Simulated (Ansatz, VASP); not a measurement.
## Ge in VASP and in Ansatz

INCAR

```
ALGO = Normal
EDIFF = 1E-6
ENCUT = 520
GGA = PE
ISIF = 2
ISMEAR = -1
LASPH = True
LCHARG = False
LREAL = False
LWAVE = False
NBANDS = 21
NELM = 80
PREC = Accurate
SIGMA = 0.1
```

KPOINTS

```
k-points
0
Gamma
  19 19 11
```

POSCAR

```
Ge
1.0
    3.1066248003      0.0000000000      0.0000000000
   -1.5533124002      2.6904159971      0.0000000000
    0.0000000000      0.0000000000      4.8160059414
Ge
2
Direct
    0.3333333333      0.6666666667      0.2500000000
    0.6666666667      0.3333333333      0.7500000000
```

Input for Ansatz:

```yaml
crystal:
  lattice:
    - [3.1066248003, 0.0, 0.0]
    - [-1.5533124002, 2.6904159971, 0.0]
    - [0.0, 0.0, 4.8160059414]
  atoms:
    - { symbol: Ge, position: [0.3333333333, 0.6666666667, 0.25] }
    - { symbol: Ge, position: [0.6666666667, 0.3333333333, 0.75] }
hamiltonian:
  xc: pbe
  pseudopotentials:
    kind: paw
    azcp:
      Ge: "pseudopotentials/Ge.paw.azcp"
basis:
  ecutwfc: 420
  fft_grid_basis: typed
kpoints:
  mp_grid: { grid: [19, 19, 11], shift: [0, 0, 0] }
magnetization:
  spin_polarized: false
scf:
  occupations: { method: fermi_dirac, width: 0.1 }
output:
  stress: true
```

Alike in both runs: task single point; functional PBE; k mesh 19 × 19 × 11; occupations fermi-dirac, width 0.1 eV; no spin polarisation.

```csv
,VASP,Ansatz
version,VASP 6.6.1,Ansatz 0.2.0
potentials or method,"VASP PAW PBE potentials, release 64 (Ge_d), cutoff 520 eV","plane waves (420 eV) with PAW, scalar-relativistic"
valence electrons in the cell,28,28
```

|  | VASP | Ansatz | Ansatz less VASP |
| --- | --- | --- | --- |
| pressure (GPa) | -2.1 | -2.1 | +0.03 |
| traceless stress, the component that is largest in VASP (GPa) | 1.74 | 1.74 | 0.000 |

The functional is the same, so the differences come from potentials, cutoffs and numerics.
